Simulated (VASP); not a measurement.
Set up this calculation in VASP 6.6.1, as the native input.

| Item | Value |
| --- | --- |
| Task | single point |
| Functional | PBE |
| Potentials or basis | VASP PAW PBE potentials, release 64 (Sc_sv) |
| Cutoff | 500 eV |
| k mesh | 8 × 8 × 8 |
| Occupations | gaussian, width 0.23 eV |
| Spin | no spin polarisation |
| Dipole correction | no |
| Further INCAR settings | ALGO = Normal; EDIFF = 1e-06; NBANDS = 12 |

The structure of Sc lies in POSCAR:

```
Sc
1.0
    0.0000000000      2.3268462047      2.3268462047
    2.3268462047      0.0000000000      2.3268462047
    2.3268462047      2.3268462047      0.0000000000
Sc
1
Direct
    0.0000000000      0.0000000000      0.0000000000
```

The input as run:

INCAR

```
SYSTEM = Sc
ALGO = Normal
EDIFF = 1E-6
ENCUT = 500
GGA = PE
GGA_COMPAT = .False.
ISIF = 2
ISMEAR = 0
LASPH = .True.
LCHARG = .True.
LELF = .True.
LREAL = .False.
LVHAR = .True.
LWAVE = .False.
NBANDS = 12
NELM = 120
PREC = Accurate
SIGMA = 0.23
```

KPOINTS

```
k-points
0
Gamma
  8 8 8
  0 0 0
```

Potentials or basis: VASP PAW PBE potentials, release 64 (Sc_sv).

The run is started by

```sh
$ cat potpaw_PBE.64/Sc_sv/POTCAR > POTCAR
$ mpirun -np 1 vasp_std > vasp.out
```

It gave:

- Pressure: -0.9 GPa

Wall time 3 s on 1 thread of Intel(R) Xeon(R) 6975P-C (Granite Rapids), with other jobs on the host, peak memory 0.13 GiB.
